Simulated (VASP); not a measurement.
# BaAuS (Cmcm) in VASP: notebook

The runs below take BaAuS through single point, relaxation of cell and atoms, with PBE.

Everything below comes from runs of VASP 6.6.1. Logs are shortened: lines on timing, memory, paths and dates and some standing lists are left out, and cuts for length are marked.

## 1. The cell of the first run

Symmetry: Cmcm, No. 63, orthorhombic system. Conventional cell: a = 6.032 Å, b = 9.356 Å, c = 5.888 Å, α = 90.00°, β = 90.00°, γ = 90.00°. Ba (site symmetry m2m) has 5 S at 3.05 to 3.75 Å and 6 Au at 3.52 to 3.67 Å within 4.0 Å. Au (site symmetry 2/m) has 2 S at 2.82 Å and 2 Au at 2.94 Å and 6 Ba at 3.52 to 3.67 Å within 3.7 Å. Within 3.8 Å of S (site symmetry m2m) lie 2 Au at 2.82 Å and 5 Ba at 3.05 to 3.75 Å.

## 2. Single point, PBE

INCAR

```
ALGO = Normal
EDIFF = 1E-6
ENCUT = 500
GGA = PE
GGA_COMPAT = False
ISIF = 2
ISMEAR = -1
LASPH = True
LCHARG = False
LREAL = False
LWAVE = False
NBANDS = 36
NELM = 120
PREC = Accurate
SIGMA = 0.1
```

KPOINTS

```
k-points
0
Gamma
  4 4 3
```

POSCAR

```
BaAuS
1.0
    3.0160688520      4.6780766857      0.0000000000
    3.0160688520     -4.6780766857      0.0000000000
    0.0000000000      0.0000000000     -5.8884344433
Ba Au S
2 2 2
Direct
    0.3415447504      0.6584552496      0.7500000000
    0.6584552496      0.3415447504      0.2500000000
    0.0000000000      0.0000000000      0.0000000000
    0.0000000000      0.0000000000      0.5000000000
    0.7426258367      0.2573741633      0.7500000000
    0.2573741633      0.7426258367      0.2500000000
```

Potentials or basis: VASP PAW PBE potentials, release 64 (Ba_sv, Au, S).

Launch:

```bash
cat potpaw_PBE.64/Ba_sv/POTCAR potpaw_PBE.64/Au/POTCAR potpaw_PBE.64/S/POTCAR > POTCAR
mpirun -np 1 vasp_std > vasp.out
```

OUTCAR:

```text
EDIFF = 1E-6
   ENCUT = 500
   GGA = PE
   ISIF = 2
   ISMEAR = -1
   LASPH = True
   LREAL = False
   NELM = 120
   PREC = Accurate

 ion  position               nearest neighbor table
   1  0.342  0.658  0.750-   6 3.05   6 3.05   5 3.15   5 3.15   4 3.52   3 3.52   3 3.67   3 3.67
                             4 3.67   4 3.67   5 3.75   2 4.18   2 4.18   2 4.55   2 4.55   2 4.55
   2  0.658  0.342  0.250-   5 3.05   5 3.05   6 3.15   6 3.15   4 3.52   3 3.52   4 3.67   3 3.67
                             3 3.67   4 3.67   6 3.75   1 4.18   1 4.18   1 4.55   1 4.55   1 4.55
   3  0.000  0.000  0.000-   5 2.82   6 2.82   4 2.94   4 2.94   1 3.52   2 3.52   2 3.67   1 3.67
                             2 3.67   1 3.67
   4  0.000  0.000  0.500-   5 2.82   6 2.82   3 2.94   3 2.94   1 3.52   2 3.52   2 3.67   1 3.67
                             2 3.67   1 3.67
   5  0.743  0.257  0.750-   3 2.82   4 2.82   2 3.05   2 3.05   1 3.15   1 3.15   1 3.75
   6  0.257  0.743  0.250-   3 2.82   4 2.82   1 3.05   1 3.05   2 3.15   2 3.15   2 3.75

  LATTYP: Found a base centered orthorhombic cell.
 ALAT       =     6.0321377040
 B/A-ratio  =     1.5510510254
 C/A-ratio  =     0.9761770590

  Lattice vectors:

 A1 = (   3.0160688520,   4.6780766857,   0.0000000000)
 A2 = (   3.0160688520,  -4.6780766857,   0.0000000000)
 A3 = (   0.0000000000,   0.0000000000,  -5.8884344433)

Analysis of symmetry for initial positions (statically):
=====================================================================
 Subroutine PRICEL returns:
 Original cell was already a primitive cell.

 Routine SETGRP: Setting up the symmetry group for a
 base centered orthorhombic supercell.

 Subroutine GETGRP returns: Found  8 space group operations
 (whereof  4 operations were pure point group operations)
 out of a pool of  8 trial point group operations.

The static configuration has the point symmetry C_2h.
 The point group associated with its full space group is D_2h.

Analysis of symmetry for dynamics (positions and initial velocities):
=====================================================================
 Subroutine PRICEL returns:
 Original cell was already a primitive cell.

 Routine SETGRP: Setting up the symmetry group for a
 base centered orthorhombic supercell.

 Subroutine GETGRP returns: Found  8 space group operations
 (whereof  4 operations were pure point group operations)
 out of a pool of  8 trial point group operations.

The dynamic configuration has the point symmetry C_2h.
 The point group associated with its full space group is D_2h.

 Subroutine INISYM returns: Found  8 space group operations
 (whereof  4 operations are pure point group operations),
 and found     1 'primitive' translations

----------------------------------------------------------------------------------------

                                     Primitive cell

  volume of cell :     166.1646

  direct lattice vectors                    reciprocal lattice vectors
     3.016068852  4.678076686  0.000000000     0.165778709  0.106881531  0.000000000
     3.016068852 -4.678076686  0.000000000     0.165778709 -0.106881531  0.000000000
     0.000000000  0.000000000 -5.888434443     0.000000000  0.000000000 -0.169824426

  length of vectors
     5.566064390  5.566064390  5.888434443     0.197246653  0.197246653  0.169824426

  position of ions in fractional coordinates (direct lattice)
     0.341544750  0.658455250  0.750000000
     0.658455250  0.341544750  0.250000000
     0.000000000  0.000000000  0.000000000
     0.000000000  0.000000000  0.500000000
     0.742625837  0.257374163  0.750000000
     0.257374163  0.742625837  0.250000000

  ion indices of the primitive-cell ions
   primitive index   ion index
                 1           1
                 2           2
                 3           3
                 4           4
                 5           5
                 6           6

----------------------------------------------------------------------------------------

 KPOINTS: k-points

Automatic generation of k-mesh.
 Grid dimensions read from file:
 generate k-points for:    4    4    3

 Generating k-lattice:

  Cartesian coordinates                     Fractional coordinates (reciprocal lattice)
     0.041444677  0.026720383  0.000000000     0.250000000 -0.000000000  0.000000000
     0.041444677 -0.026720383  0.000000000    -0.000000000  0.250000000  0.000000000
     0.000000000  0.000000000 -0.056608142     0.000000000  0.000000000  0.333333333

  Length of vectors
     0.049311663  0.049311663  0.056608142

  Shift w.r.t. Gamma in fractional coordinates (k-lattice)
     0.000000000  0.000000000  0.000000000

 Subroutine IBZKPT returns following result:
 ===========================================

 Found     14 irreducible k-points:

 Following reciprocal coordinates:
            Coordinates               Weight
  0.000000  0.000000  0.000000      1.000000
  0.250000 -0.000000  0.000000      4.000000
  0.500000 -0.000000  0.000000      2.000000
  0.250000  0.250000  0.000000      2.000000
  0.500000  0.250000  0.000000      4.000000
 -0.250000  0.250000  0.000000      2.000000
  0.500000  0.500000  0.000000      1.000000
  0.000000  0.000000  0.333333      2.000000
  0.250000 -0.000000  0.333333      8.000000
  0.500000 -0.000000  0.333333      4.000000
  0.250000  0.250000  0.333333      4.000000
  0.500000  0.250000  0.333333      8.000000
 -0.250000  0.250000  0.333333      4.000000
  0.500000  0.500000  0.333333      2.000000
   k-points           NKPTS =     14   k-points in BZ     NKDIM =     14   number of bands    NBANDS=     36
   number of dos      NEDOS =    301   number of ions     NIONS =      6
   total plane-waves  NPLWV =  84672
   dimension x,y,z NGX =    42 NGY =   42 NGZ =   48
   dimension x,y,z NGXF=    84 NGYF=   84 NGZF=   96
   ions per type =               2   2   2
   NGX,Y,Z   is equivalent  to a cutoff of  12.54, 12.54, 13.55 a.u.
   NGXF,Y,Z  is equivalent  to a cutoff of  25.09, 25.09, 27.10 a.u.
 SYSTEM =  unknown system
   PREC   = accura    normal or accurate (medium, high low for compatibility)
   ISTART =      0    job   : 0-new  1-cont  2-samecut
   ICHARG =      2    charge: 1-file 2-atom 10-const
   ISPIN  =      1    spin polarized calculation?
   LNONCOLLINEAR =      F non collinear calculations
   LSORBIT =      F    spin-orbit coupling
   LASPH  =      T    aspherical Exc in radial PAW
   ENCUT  =  500.0 eV  36.75 Ry    6.06 a.u.  10.15 10.15 10.74*2*pi/ulx,y,z
   NELM   =    120;   NELMIN=  2; NELMDL= -5     # of ELM steps
   EDIFF  = 0.1E-05   stopping-criterion for ELM
   LREAL  =      F    real-space projection
   EDIFFG = 0.1E-04   stopping-criterion for IOM
   NSW    =      0    number of steps for IOM
   IBRION =     -1    ionic relax: 0-MD 1-quasi-New 2-CG
   NFREE  =      0    steps in history (QN), initial steepest desc. (CG)
   ISIF   =      2    stress and relaxation
   ISYM   =      2    0-nonsym 1-usesym 2-fastsym
   POTIM  = 0.5000    time-step for ionic-motion
   TEBEG  =    0.0;   TEEND  =   0.0 temperature during run
   PSTRESS=    0.0 pullay stress
   NELECT =      54.0000    total number of electrons
   NUPDOWN=      -1.0000    fix difference up-down
   EMIN   =  10.00;   EMAX   =-10.00  energy-range for DOS
   EFERMI =   0.00;   METHOD = LEGACY
   ISMEAR =    -1;   SIGMA  =   0.10  broadening in eV -4-tet -1-fermi 0-gaus
   EFERMI_NEDOS =   21; number of points for ismear=-14 and -15
   IALGO  =     38    algorithm
   IMIX   =      4    mixing-type and parameters
     AMIX     =   0.40;   BMIX     =  1.00
     AMIX_MAG =   1.60;   BMIX_MAG =  1.00
  volume/ion in A,a.u.               =      27.69       186.89
  Fermi-wavevector in a.u.,A,eV,Ry     =   1.125537  2.126957 17.236330  1.266835
  Thomas-Fermi vector in A             =   2.262215
   LORBIT       =      0    0 simple, 1 ext, 2 COOP (PROOUT), +10 PAW based schemes
   GGA     = PE    functional components
   LHFCALC =     F    Hartree Fock is set to
   AEXX    =    0.0000 exact exchange contribution
   IVDW    =     0    specifies the selected vdW correction
   LEPSILON=     F    determine dielectric tensor
   LRPA    =     F    only Hartree local field effects (RPA)
 non-spin polarized calculation
  energy-cutoff  :      500.00
  volume of cell :      166.16
 maximum number of plane-waves:      4230
 NGX is ok and might be reduce to    42
   NGX = 21   NGY = 21   NGZ = 21

 number of electron      54.0000002 magnetization

 Free energy of the ion-electron system (eV)
  ---------------------------------------------------
  ext. energy  EPLUGINS =         0.00000000
  ---------------------------------------------------
  free energy    TOTEN  =       -24.29987188 eV

  energy without entropy =      -24.19733701  energy(sigma->0) =      -24.24860444

 E-fermi :   4.1509     XC(G=0):  -9.5701

 val. band max:        4.1067821724   @ k =  -0.2500   0.2500   0.0000
 cond. band min:       4.2645160180   @ k =   0.5000  -0.0000   0.3333
 fundamental gap:      0.1577338456
 Fermi energy:         4.1509282266

 k-point     1 :       0.0000    0.0000    0.0000
  band No.  band energies     occupation
      1     -23.4134      2.00000
      2     -23.3488      2.00000
      3      -9.0085      2.00000
      4      -8.9913      2.00000
      5      -8.7713      2.00000
      6      -8.6150      2.00000
[... 28 lines left out ...]
     35       8.8167      0.00000
     36       9.0312      0.00000

 k-point     2 :       0.2500   -0.0000    0.0000
  band No.  band energies     occupation
      1     -23.4058      2.00000
      2     -23.3546      2.00000
      3      -9.2171      2.00000
      4      -9.0588      2.00000
      5      -8.9394      2.00000
      6      -8.7336      2.00000
[... 28 lines left out ...]
     35       8.9610      0.00000
     36       9.1697      0.00000
[... 427 lines left out ...]
     35       8.4365      0.00000
     36       9.1349      0.00000

 k-point    14 :       0.5000    0.5000    0.3333
  band No.  band energies     occupation
      1     -23.3791      2.00000
      2     -23.3772      2.00000
      3      -9.4800      2.00000
      4      -9.3922      2.00000
      5      -8.7658      2.00000
      6      -8.6976      2.00000
[... 28 lines left out ...]
     35       8.8154      0.00000
     36       9.1175      0.00000

------------------------ aborting loop because EDIFF is reached ----------------------------------------

  FORCE on cell =-STRESS in cart. coord.  units (eV):
  Direction    XX          YY          ZZ          XY          YZ          ZX
  --------------------------------------------------------------------------------------
  -------------------------------------------------------------------------------------
  Total        0.6599876      0.2617946      0.7755835      0.0000000      0.0000000      0.0000000
  in kB        6.3636740      2.5242524      7.4782625      0.0000000      0.0000000      0.0000000
  external PRESSURE =       5.4553963 kB  Pullay stress =       0.0000000 kB

 VOLUME and BASIS-vectors are now :
 -----------------------------------------------------------------------------
  energy-cutoff  :      500.00
  volume of cell :      166.16
      direct lattice vectors                 reciprocal lattice vectors
     3.016068852  4.678076686  0.000000000     0.165778709  0.106881531  0.000000000
     3.016068852 -4.678076686  0.000000000     0.165778709 -0.106881531  0.000000000
     0.000000000  0.000000000 -5.888434443     0.000000000  0.000000000 -0.169824426

 POSITION                                       TOTAL-FORCE (eV/Angst)
 -----------------------------------------------------------------------------------
      3.01607     -1.48253     -4.41633         0.000000      0.055919     -0.000000
      3.01607      1.48253     -1.47211         0.000000     -0.055919      0.000000
      0.00000      0.00000      0.00000        -0.000000      0.000000     -0.000000
      0.00000      0.00000     -2.94422        -0.000000      0.000000     -0.000000
      3.01607      2.27004     -4.41633         0.000000      0.027943     -0.000000
      3.01607     -2.27004     -1.47211         0.000000     -0.027943     -0.000000
 -----------------------------------------------------------------------------------
    total drift:                                0.000000     -0.000000     -0.000000

  FREE ENERGIE OF THE ION-ELECTRON SYSTEM (eV)
  ---------------------------------------------------
  free  energy   TOTEN  =       -24.2998718762 eV

  energy  without entropy=      -24.1973370129  energy(sigma->0) =      -24.24860444
```

Run time: 2.5 min. Hardware: 1 thread of Intel Xeon 8259CL, shared host; peak memory 0.32 GiB.

Results:

```
Free energy            : -24.2999 eV
Pressure               : 0.5 GPa
Largest force          : 0.056 eV/Å
Band gap on the k mesh : zero (bands 27 and 28 overlap by 1.17 eV)
```

Forces on the atoms (eV/Å):
```
Ba   0.000  0.056  0.000
Ba   0.000 -0.056  0.000
Au   0.000  0.000  0.000
Au   0.000  0.000  0.000
S    0.000  0.028  0.000
S    0.000 -0.028  0.000
```

Caveat: spin-orbit coupling is left out, which moves the levels of the heavy elements.

(Continued in part 2 of 2.)
